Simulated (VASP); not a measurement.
# Zr2Ti3C5 (R-3m) in VASP: single point with PBE

Aim: the single point of Zr2Ti3C5 with PBE.

Program: VASP 6.6.1. These are calculated values, not measurements. Logs are shortened: lines on timing, memory, paths and dates and some standing lists are left out, and cuts for length are marked.

**1. The cell of the first run**

The structure is trigonal, space group R-3m (No. 166). The conventional cell has a = 3.184 Å, b = 3.184 Å, c = 38.760 Å, α = 90.00°, β = 90.00°, γ = 120.00°. Within 3.0 Å of Zr (site symmetry 3m) lie 6 C at 2.31 Å. Within 2.9 Å of Ti (site symmetry 3m) lie 6 C at 2.21 Å. Within 2.9 Å of Ti (site symmetry -3m) lie 6 C at 2.21 Å. Within 2.9 Å of C (site symmetry 3m) lie 6 Ti at 2.21 Å. Within 2.9 Å of C (site symmetry 3m) lie 3 Ti at 2.21 Å and 3 Zr at 2.31 Å. Within 3.0 Å of C (site symmetry -3m) lie 6 Zr at 2.31 Å.

**2. Single point, PBE**

The input, INCAR:

```
SYSTEM = Zr2Ti3C5
  PREC = Accurate
  ENCUT = 520
  EDIFF = 1E-7
  ISMEAR = 0
  SIGMA = 0.2
  LREAL = .FALSE.
  LASPH = .TRUE.
  NELM = 80
  ALGO = Normal
  ISIF = 2
  LWAVE = .FALSE.
  LCHARG = .FALSE.
  GGA = PE
  NBANDS = 51
```

The input, KPOINTS:

```
regular mesh
0
G
  8 8 8
  0 0 0
```

The input, POSCAR:

```
Zr2Ti3C5
1.0
   -1.5919014030      2.7572541106      0.0000000000
   -3.1838028060      0.0000000000      0.0000000000
   -1.5919014030      0.9190847035     12.9201309990
Zr Ti C
2 3 5
Direct
    0.7974181227      0.7974181227      0.6077456319
    0.2025818773      0.2025818773      0.3922543681
    0.6034695437      0.6034695437      0.1895913688
    1.0000000000      1.0000000000      0.0000000000
    0.3965304563      0.3965304563      0.8104086312
    0.3017293404      0.3017293404      0.0948119789
    0.6982706596      0.6982706596      0.9051880211
    0.0947867427      0.0947867427      0.7156397718
    0.5000000000      0.5000000000      0.5000000000
    0.9052132573      0.9052132573      0.2843602282
```

Potentials or basis: VASP PAW PBE potentials, release 64 (Zr_sv, Ti_sv, C).

On the command line:

```sh
cat potpaw_PBE.64/Zr_sv/POTCAR potpaw_PBE.64/Ti_sv/POTCAR potpaw_PBE.64/C/POTCAR > POTCAR
mpirun -np 1 vasp_std > vasp.out
```

OUTCAR:

```text
SYSTEM = Zr2Ti3C5
   PREC = Accurate
   ENCUT = 520
   EDIFF = 1E-7
   ISMEAR = 0
   LREAL = .FALSE.
   LASPH = .TRUE.
   NELM = 80
   ISIF = 2
   GGA = PE

 ion  position               nearest neighbor table
   1  0.797  0.797  0.608-   9 2.31   9 2.31   9 2.31   8 2.31   8 2.31   8 2.31   5 3.20   5 3.20
                             5 3.20   2 3.34   2 3.34   2 3.34
   2  0.203  0.203  0.392-   9 2.31   9 2.31   9 2.31  10 2.31  10 2.31  10 2.31   3 3.20   3 3.20
                             3 3.20   1 3.34   1 3.34   1 3.34
   3  0.603  0.603  0.190-  10 2.21  10 2.21  10 2.21   6 2.21   6 2.21   6 2.21   2 3.20   2 3.20
                             2 3.20
   4  0.000  0.000  0.000-   7 2.21   6 2.21   6 2.21   7 2.21   6 2.21   7 2.21
   5  0.397  0.397  0.810-   8 2.21   8 2.21   8 2.21   7 2.21   7 2.21   7 2.21   1 3.20   1 3.20
                             1 3.20
   6  0.302  0.302  0.095-   3 2.21   3 2.21   3 2.21   4 2.21   4 2.21   4 2.21
   7  0.698  0.698  0.905-   5 2.21   5 2.21   5 2.21   4 2.21   4 2.21   4 2.21
   8  0.095  0.095  0.716-   5 2.21   5 2.21   5 2.21   1 2.31   1 2.31   1 2.31
   9  0.500  0.500  0.500-   2 2.31   1 2.31   1 2.31   2 2.31   1 2.31   2 2.31
  10  0.905  0.905  0.284-   3 2.21   3 2.21   3 2.21   2 2.31   2 2.31   2 2.31

  LATTYP: Found a trigonal (rhomboedric) cell.
 ALAT       =    13.0502356990
 COS(alpha) =     0.9702405010

  Lattice vectors:

 A1 = (   0.0000000000,  -1.8381694071,  12.9201309990)
 A2 = (   1.5919014030,   0.9190847035,  12.9201309990)
 A3 = (  -1.5919014030,   0.9190847035,  12.9201309990)

Analysis of symmetry for initial positions (statically):
=====================================================================
 Subroutine PRICEL returns:
 Original cell was already a primitive cell.

 Routine SETGRP: Setting up the symmetry group for a
 trigonal (rhombohedral) supercell.

 Subroutine GETGRP returns: Found 12 space group operations
 (whereof 12 operations were pure point group operations)
 out of a pool of 12 trial point group operations.

The static configuration has the point symmetry D_3d.

Analysis of symmetry for dynamics (positions and initial velocities):
=====================================================================
 Subroutine PRICEL returns:
 Original cell was already a primitive cell.

 Routine SETGRP: Setting up the symmetry group for a
 trigonal (rhombohedral) supercell.

 Subroutine GETGRP returns: Found 12 space group operations
 (whereof 12 operations were pure point group operations)
 out of a pool of 12 trial point group operations.

The dynamic configuration has the point symmetry D_3d.

[... 125 lines left out ...]
   NELECT =      80.0000    total number of electrons
   NUPDOWN=      -1.0000    fix difference up-down
   EMIN   =  10.00;   EMAX   =-10.00  energy-range for DOS
   EFERMI =   0.00;   METHOD = LEGACY
   ISMEAR =     0;   SIGMA  =   0.20  broadening in eV -4-tet -1-fermi 0-gaus
   EFERMI_NEDOS =   21; number of points for ismear=-14 and -15
   IALGO  =     38    algorithm
   IMIX   =      4    mixing-type and parameters
     AMIX     =   0.40;   BMIX     =  1.00
     AMIX_MAG =   1.60;   BMIX_MAG =  1.00
  volume/ion in A,a.u.               =      11.34        76.54
  Fermi-wavevector in a.u.,A,eV,Ry     =   1.457275  2.753851 28.894021  2.123651
  Thomas-Fermi vector in A             =   2.574096
   LORBIT       =      0    0 simple, 1 ext, 2 COOP (PROOUT), +10 PAW based schemes
   GGA     = PE    functional components
   LHFCALC =     F    Hartree Fock is set to
   AEXX    =    0.0000 exact exchange contribution
   IVDW    =     0    specifies the selected vdW correction
   LEPSILON=     F    determine dielectric tensor
   LRPA    =     F    only Hartree local field effects (RPA)
 non-spin polarized calculation
 Gauss-broadening in eV      SIGMA  =   0.20
  energy-cutoff  :      520.00
  volume of cell :      113.42
 maximum number of plane-waves:      3084
   NGX = 11   NGY = 11   NGZ = 49

 number of electron      80.0000007 magnetization

 Free energy of the ion-electron system (eV)
  ---------------------------------------------------
  ext. energy  EPLUGINS =         0.00000000
  ---------------------------------------------------
  free energy    TOTEN  =       -94.46200246 eV

  energy without entropy =      -94.42645002  energy(sigma->0) =      -94.44422624

 E-fermi :   9.4123     XC(G=0): -12.4187

 val. band max:        9.4056675283   @ k =  -0.1250   0.0000   0.1250
 cond. band min:       9.4177894745   @ k =  -0.1250   0.0000   0.2500
 fundamental gap:      0.0121219462
 Fermi energy:         9.4122665150

 k-point     1 :       0.0000    0.0000    0.0000
  band No.  band energies     occupation
      1     -47.2933      2.00000
      2     -47.2505      2.00000
      3     -47.2361      2.00000
      4     -38.4661      2.00000
      5     -38.4153      2.00000
      6     -23.7075      2.00000
[... 1285 lines left out ...]
     50      12.8123      0.00000
     51      12.8962      0.00000

 [... further k-points ...]

------------------------ aborting loop because EDIFF is reached ----------------------------------------

  FORCE on cell =-STRESS in cart. coord.  units (eV):
  Direction    XX          YY          ZZ          XY          YZ          ZX
  --------------------------------------------------------------------------------------
  -------------------------------------------------------------------------------------
  Total        0.2986851      0.2986851     -0.0258885      0.0000000      0.0000000      0.0000000
  in kB        4.2192406      4.2192406     -0.3657016      0.0000000      0.0000000      0.0000000
  external PRESSURE =       2.6909265 kB  Pullay stress =       0.0000000 kB

 VOLUME and BASIS-vectors are now :
 -----------------------------------------------------------------------------
  energy-cutoff  :      520.00
  volume of cell :      113.42
      direct lattice vectors                 reciprocal lattice vectors
    -1.591901403  2.757254111  0.000000000     0.000000000  0.362679666 -0.025799532
    -3.183802806  0.000000000  0.000000000    -0.314089804 -0.181339833 -0.025799532
    -1.591901403  0.919084704 12.920130999     0.000000000  0.000000000  0.077398596

 POSITION                                       TOTAL-FORCE (eV/Angst)
 -----------------------------------------------------------------------------------
     -4.77570      2.75725      7.85215         0.000000     -0.000000      0.001253
     -1.59190      0.91908      5.06798         0.000000      0.000000     -0.001253
     -3.18380      1.83817      2.44955        -0.000000     -0.000000      0.011073
      0.00000      0.00000      0.00000         0.000000     -0.000000      0.000000
     -3.18380      1.83817     10.47059        -0.000000      0.000000     -0.011073
     -1.59190      0.91908      1.22498        -0.000000      0.000000     -0.009676
     -4.77570      2.75725     11.69515         0.000000     -0.000000      0.009676
     -1.59190      0.91908      9.24616         0.000000     -0.000000      0.021549
     -3.18380      1.83817      6.46007         0.000000     -0.000000      0.000000
     -4.77570      2.75725      3.67397        -0.000000      0.000000     -0.021549
 -----------------------------------------------------------------------------------
    total drift:                               -0.000000     -0.000000     -0.000000

  FREE ENERGIE OF THE ION-ELECTRON SYSTEM (eV)
  ---------------------------------------------------
  free  energy   TOTEN  =       -94.4620024567 eV

  energy  without entropy=      -94.4264500154  energy(sigma->0) =      -94.44422624
```

Wall time 17 min (1 thread of AMD EPYC 7R13, shared host); peak memory 0.39 GiB.

What came out:

```yaml
Free_energy: -94.4620 eV
Pressure: 0.3 GPa
Largest_force: 0.022 eV/Å
Band_gap_on_the_k_mesh: zero (bands 40 and 41 overlap by 1.18 eV)
```

Forces on the atoms (eV/Å):
```
Zr   0.000  0.000  0.001
Zr   0.000  0.000 -0.001
Ti   0.000  0.000  0.011
Ti   0.000  0.000  0.000
Ti   0.000  0.000 -0.011
C    0.000  0.000 -0.010
C    0.000  0.000  0.010
C    0.000  0.000  0.022
C    0.000  0.000  0.000
C    0.000  0.000 -0.022
```

Stress tensor (GPa, compression positive):
```
 0.42  0.00  0.00
 0.00  0.42  0.00
 0.00  0.00 -0.04
```
